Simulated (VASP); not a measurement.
# BP (I-4m2) in VASP: a series of runs

The runs below take BP through single point, with r2SCAN.

Everything below comes from runs of VASP 6.6.1. Logs are shortened: lines on timing, memory, paths and dates and some standing lists are left out, and cuts for length are marked.

## (1) The cell of the first run

It takes space group I-4m2 (No. 119, tetragonal). The conventional cell has a = 3.209 Å, b = 3.209 Å, c = 4.175 Å, α = 90.00°, β = 90.00°, γ = 90.00°. B (site symmetry -4m2) has 4 P at 1.91 Å within 2.5 Å. P (site symmetry -4m2) has 4 B at 1.91 Å within 2.5 Å.

## (2) Single point, r2SCAN (strain +0.000 along x and y, -0.080 along z)

POSCAR reads:

```
BP
1.0
    0.0000000000      2.2690000000      2.0874800000
    2.2690000000      0.0000000000      2.0874800000
    2.2690000000      2.2690000000      0.0000000000
B P
1 1
Direct
    0.0000000000      0.0000000000      0.0000000000
    0.7500000000      0.7500000000      0.7500000000
```

INCAR.step1 reads:

```
PREC = Accurate
ENCUT = 520
ISMEAR = 0
SIGMA = 0.05
LREAL = False
LASPH = True
NELM = 60
NBANDS = 11
GGA = PE
ALGO = Normal
EDIFF = 1E-4
LWAVE = True
LCHARG = False
```

INCAR.step2 reads:

```
PREC = Accurate
ENCUT = 520
EDIFF = 1E-7
ISMEAR = 0
SIGMA = 0.05
LREAL = False
LASPH = True
NELM = 60
ALGO = Normal
ISIF = 2
LWAVE = False
LCHARG = False
METAGGA = R2SCAN
LMIXTAU = True
NBANDS = 11
ISTART = 1
```

KPOINTS reads:

```
regular mesh
0
Gamma
  10 10 10
```

Potentials or basis: VASP PAW PBE potentials, release 64 (B, P).

On the command line:

```bash
$ cat potpaw_PBE.64/B/POTCAR potpaw_PBE.64/P/POTCAR > POTCAR
$ cp INCAR.step1 INCAR
$ mpirun -np 1 vasp_std > vasp.out
$ cp INCAR.step2 INCAR
$ mpirun -np 1 vasp_std > vasp.out
```

OUTCAR:

```text
PREC = Accurate
   ENCUT = 520
   EDIFF = 1E-7
   ISMEAR = 0
   LREAL = False
   LASPH = True
   NELM = 60
   ISIF = 2
   METAGGA = R2SCAN
   ISTART = 1

 ion  position               nearest neighbor table
   1  0.000  0.000  0.000-   2 1.91   2 1.91   2 1.91   2 1.91
   2  0.750  0.750  0.750-   1 1.91   1 1.91   1 1.91   1 1.91

  LATTYP: Found a body centered tetragonal cell.
 ALAT       =     3.2088505730
 C/A-ratio  =     1.3010764774

  Lattice vectors:

 A1 = (   0.0000000000,  -2.2690000000,  -2.0874800000)
 A2 = (   0.0000000000,   2.2690000000,  -2.0874800000)
 A3 = (   2.2690000000,   0.0000000000,   2.0874800000)

Analysis of symmetry for initial positions (statically):
=====================================================================
 Subroutine PRICEL returns:
 Original cell was already a primitive cell.

 Routine SETGRP: Setting up the symmetry group for a
 body centered tetragonal supercell.

 Subroutine GETGRP returns: Found  8 space group operations
 (whereof  8 operations were pure point group operations)
 out of a pool of 16 trial point group operations.

The static configuration has the point symmetry D_2d.

Analysis of symmetry for dynamics (positions and initial velocities):
=====================================================================
 Subroutine PRICEL returns:
 Original cell was already a primitive cell.

 Routine SETGRP: Setting up the symmetry group for a
 body centered tetragonal supercell.

 Subroutine GETGRP returns: Found  8 space group operations
 (whereof  8 operations were pure point group operations)
 out of a pool of 16 trial point group operations.

The dynamic configuration has the point symmetry D_2d.

 Subroutine INISYM returns: Found  8 space group operations
 (whereof  8 operations are pure point group operations),
 and found     1 'primitive' translations

----------------------------------------------------------------------------------------

                                     Primitive cell

  volume of cell :      21.4942

  direct lattice vectors                    reciprocal lattice vectors
     0.000000000  2.269000000  2.087480000    -0.220361393  0.220361393  0.239523253
     2.269000000  0.000000000  2.087480000     0.220361393 -0.220361393  0.239523253
     2.269000000  2.269000000  0.000000000     0.220361393  0.220361393 -0.239523253

  length of vectors
     3.083169433  3.083169433  3.208850573     0.393051747  0.393051747  0.393051747

  position of ions in fractional coordinates (direct lattice)
     0.000000000  0.000000000  0.000000000
     0.750000000  0.750000000  0.750000000

  ion indices of the primitive-cell ions
   primitive index   ion index
                 1           1
                 2           2

----------------------------------------------------------------------------------------

 KPOINTS: regular mesh

Automatic generation of k-mesh.
 Grid dimensions read from file:
 generate k-points for:   10   10   10

 Generating k-lattice:

  Cartesian coordinates                     Fractional coordinates (reciprocal lattice)
    -0.022036139  0.022036139  0.023952325     0.100000000  0.000000000  0.000000000
     0.022036139 -0.022036139  0.023952325     0.000000000  0.100000000  0.000000000
     0.022036139  0.022036139 -0.023952325     0.000000000  0.000000000  0.100000000

  Length of vectors
     0.039305175  0.039305175  0.039305175

  Shift w.r.t. Gamma in fractional coordinates (k-lattice)
     0.000000000  0.000000000  0.000000000

 Subroutine IBZKPT returns following result:
 ===========================================

 Found    102 irreducible k-points:

 Following reciprocal coordinates:
            Coordinates               Weight
  0.000000  0.000000  0.000000      1.000000
  0.100000 -0.000000  0.000000      8.000000
  0.200000 -0.000000  0.000000      8.000000
  0.300000 -0.000000  0.000000      8.000000
  0.400000 -0.000000  0.000000      8.000000
  0.500000 -0.000000  0.000000      4.000000
[... 16 lines left out ...]
  0.300000  0.300000  0.000000      2.000000
  0.400000  0.300000  0.000000      8.000000
 [... further k-points ...]
   k-points           NKPTS =    102   k-points in BZ     NKDIM =    102   number of bands    NBANDS=     11
   number of dos      NEDOS =    301   number of ions     NIONS =      2
   total plane-waves  NPLWV =  13824
   dimension x,y,z NGX =    24 NGY =   24 NGZ =   24
   dimension x,y,z NGXF=    48 NGYF=   48 NGZF=   48
   ions per type =               1   1
   NGX,Y,Z   is equivalent  to a cutoff of  12.94, 12.94, 12.43 a.u.
   NGXF,Y,Z  is equivalent  to a cutoff of  25.88, 25.88, 24.87 a.u.
 SYSTEM =  unknown system
   PREC   = accura    normal or accurate (medium, high low for compatibility)
   ISTART =      1    job   : 0-new  1-cont  2-samecut
   ICHARG =      0    charge: 1-file 2-atom 10-const
   ISPIN  =      1    spin polarized calculation?
   LNONCOLLINEAR =      F non collinear calculations
   LSORBIT =      F    spin-orbit coupling
   LASPH  =      T    aspherical Exc in radial PAW
   ENCUT  =  520.0 eV  38.22 Ry    6.18 a.u.   5.73  5.73  5.97*2*pi/ulx,y,z
   NELM   =     60;   NELMIN=  2; NELMDL=  0     # of ELM steps
   EDIFF  = 0.1E-06   stopping-criterion for ELM
   LREAL  =      F    real-space projection
   EDIFFG = 0.1E-05   stopping-criterion for IOM
   NSW    =      0    number of steps for IOM
   IBRION =     -1    ionic relax: 0-MD 1-quasi-New 2-CG
   NFREE  =      0    steps in history (QN), initial steepest desc. (CG)
   ISIF   =      2    stress and relaxation
   ISYM   =      2    0-nonsym 1-usesym 2-fastsym
   POTIM  = 0.5000    time-step for ionic-motion
   TEBEG  =    0.0;   TEEND  =   0.0 temperature during run
   PSTRESS=    0.0 pullay stress
   NELECT =       8.0000    total number of electrons
   NUPDOWN=      -1.0000    fix difference up-down
   EMIN   =  10.00;   EMAX   =-10.00  energy-range for DOS
   EFERMI =   0.00;   METHOD = LEGACY
   ISMEAR =     0;   SIGMA  =   0.05  broadening in eV -4-tet -1-fermi 0-gaus
   EFERMI_NEDOS =   21; number of points for ismear=-14 and -15
   IALGO  =     38    algorithm
   IMIX   =      4    mixing-type and parameters
     AMIX     =   0.40;   BMIX     =  1.00
     AMIX_MAG =   1.60;   BMIX_MAG =  1.00
  volume/ion in A,a.u.               =      10.75        72.53
  Fermi-wavevector in a.u.,A,eV,Ry     =   1.177600  2.225341 18.867761  1.386741
  Thomas-Fermi vector in A             =   2.313944
   LORBIT       =      0    0 simple, 1 ext, 2 COOP (PROOUT), +10 PAW based schemes
   METAGGA = R2SCAN    functional components
   LHFCALC =     F    Hartree Fock is set to
   AEXX    =    0.0000 exact exchange contribution
   IVDW    =     0    specifies the selected vdW correction
   LEPSILON=     F    determine dielectric tensor
   LRPA    =     F    only Hartree local field effects (RPA)
 non-spin polarized calculation
 Gauss-broadening in eV      SIGMA  =   0.05
  energy-cutoff  :      520.00
  volume of cell :       21.49
 maximum number of plane-waves:       588
   NGX = 11   NGY = 11   NGZ = 11

 number of electron       7.9999999 magnetization

 Free energy of the ion-electron system (eV)
  ---------------------------------------------------
  ext. energy  EPLUGINS =         0.00000000
  ---------------------------------------------------
  free energy    TOTEN  =       -17.14001350 eV

  energy without entropy =      -17.13993637  energy(sigma->0) =      -17.13997494

 E-fermi :   8.9590     XC(G=0): -11.8896

 val. band max:        8.4654172926   @ k =   0.1000  -0.0000   0.0000
 cond. band min:       8.9741701684   @ k =   0.4000   0.4000   0.0000
 fundamental gap:      0.5087528759
 Fermi energy:         8.9589982142

 k-point     1 :       0.0000    0.0000    0.0000
  band No.  band energies     occupation
      1      -8.6306      2.00000
      2       8.1534      2.00000
      3       8.1534      2.00000
      4       8.9743      0.66434
      5      11.9016      0.00000
      6      12.4224      0.00000
      7      12.4224      0.00000
      8      17.7159      0.00000
      9      20.1179      0.00000
     10      21.5069      0.00000
     11      22.2330      0.00000

 k-point     2 :       0.1000   -0.0000    0.0000
  band No.  band energies     occupation
      1      -8.4274      2.00000
      2       6.9399      2.00000
      3       7.7854      2.00000
      4       8.4654      2.00000
      5      12.2719      0.00000
      6      12.8501      0.00000
      7      13.0665      0.00000
      8      18.1758      0.00000
      9      19.6177      0.00000
     10      21.2008      0.00000
     11      22.1989      0.00000

 k-point     3 :       0.2000   -0.0000    0.0000
  band No.  band energies     occupation
      1      -7.8244      2.00000
      2       4.4032      2.00000
      3       7.0737      2.00000
      4       7.8676      2.00000
      5      12.6816      0.00000
      6      13.4467      0.00000
      7      13.9202      0.00000
      8      19.1937      0.00000
      9      19.4841      0.00000
     10      20.2741      0.00000
     11      23.2897      0.00000

 k-point     4 :       0.3000   -0.0000    0.0000
  band No.  band energies     occupation
      1      -6.8501      2.00000
      2       1.7785      2.00000
      3       6.4374      2.00000
      4       7.3968      2.00000
      5      12.6436      0.00000
      6      13.4483      0.00000
      7      14.5452      0.00000
      8      19.8499      0.00000
      9      20.5600      0.00000
     10      20.8066      0.00000
     11      23.7636      0.00000
[... 239 lines left out ...]
 k-point    22 :      -0.2000    0.2000    0.0000
  band No.  band energies     occupation
      1      -6.6279      2.00000
      2       2.9665      2.00000
      3       4.2023      2.00000
      4       6.4286      2.00000
      5      12.7121      0.00000
      6      14.4404      0.00000
      7      16.2503      0.00000
      8      18.1156      0.00000
      9      18.2219      0.00000
     10      22.9573      0.00000
     11      25.9748      0.00000

 k-point    23 :       0.3000    0.3000    0.0000
  band No.  band energies     occupation
      1      -5.9777      2.00000
      2       3.9160      2.00000
      3       4.2475      2.00000
      4       4.2475      2.00000
      5       9.3678      0.00000
      6      12.5337      0.00000
      7      18.4348      0.00000
      8      18.4348      0.00000
      9      23.0423      0.00000
     10      24.3638      0.00000
     11      28.0229      0.00000

 k-point    24 :       0.4000    0.3000    0.0000
  band No.  band energies     occupation
      1      -4.9595      2.00000
      2       2.0114      2.00000
      3       3.7952      2.00000
      4       3.8680      2.00000
      5       9.6415      0.00000
      6      11.8707      0.00000
      7      18.9066      0.00000
      8      19.2290      0.00000
      9      24.5943      0.00000
     10      25.2010      0.00000
     11      28.4377      0.00000

 [... further k-points ...]

------------------------ aborting loop because EDIFF is reached ----------------------------------------

  FORCE on cell =-STRESS in cart. coord.  units (eV):
  Direction    XX          YY          ZZ          XY          YZ          ZX
  --------------------------------------------------------------------------------------
  -------------------------------------------------------------------------------------
  Total        1.0652147      1.0652147      4.0894334      0.0000000     -0.0000000     -0.0000000
  in kB       79.4010849     79.4010849    304.8262866      0.0000000     -0.0000000     -0.0000000
  external PRESSURE =     154.5428188 kB  Pullay stress =       0.0000000 kB

 VOLUME and BASIS-vectors are now :
 -----------------------------------------------------------------------------
  energy-cutoff  :      520.00
  volume of cell :       21.49
      direct lattice vectors                 reciprocal lattice vectors
     0.000000000  2.269000000  2.087480000    -0.220361393  0.220361393  0.239523253
     2.269000000  0.000000000  2.087480000     0.220361393 -0.220361393  0.239523253
     2.269000000  2.269000000  0.000000000     0.220361393  0.220361393 -0.239523253

 POSITION                                       TOTAL-FORCE (eV/Angst)
 -----------------------------------------------------------------------------------
      0.00000      0.00000      0.00000         0.000000      0.000000      0.000000
      3.40350      3.40350      3.13122        -0.000000     -0.000000     -0.000000
 -----------------------------------------------------------------------------------
    total drift:                               -0.000000     -0.000000      0.000001

  FREE ENERGIE OF THE ION-ELECTRON SYSTEM (eV)
  ---------------------------------------------------
  free  energy   TOTEN  =       -17.1400135032 eV

  energy  without entropy=      -17.1399363721  energy(sigma->0) =      -17.13997494
```

It took 1.9 min on 1 thread of Intel Xeon 8259CL, shared host; peak memory 0.15 GiB.

What came out:

```yaml
Free_energy: -17.1400 eV
Pressure: 15.5 GPa
Band_gap_on_the_k_mesh: zero (filled and empty bands touch)
```

Levels at points of the mesh, in eV from the Fermi level:
| k point | band 2 | band 3 | band 4 | band 5 | band 6 | band 7 |
| --- | --- | --- | --- | --- | --- | --- |
| (0.00, 0.00, 0.00) | -0.81 | -0.81 | 0.02 | 2.94 | 3.46 | 3.46 |
| (0.50, 0.00, 0.00) | -10.66 | -3.07 | -1.94 | 3.42 | 4.07 | 5.78 |
| (0.50, 0.50, 0.00) | -9.53 | -5.82 | -5.82 | 0.17 | 0.45 | 13.24 |
| (0.50, 0.00, 0.50) | -10.40 | -4.92 | -4.74 | 1.22 | 1.77 | 12.14 |

Caveat: the cell differs from its parent crystal (strain +0.000 along x and y, -0.080 along z); the stress differs along the axes, from 8 to 30 GPa; semilocal functionals underestimate gaps, and a narrow one can read as zero; the PAW data sets were made with another functional, which shifts forces and pressure a little.

(Part 1 of 2 ends here.)

The gap in the log of VASP goes by the Fermi energy; the results here count the filled bands.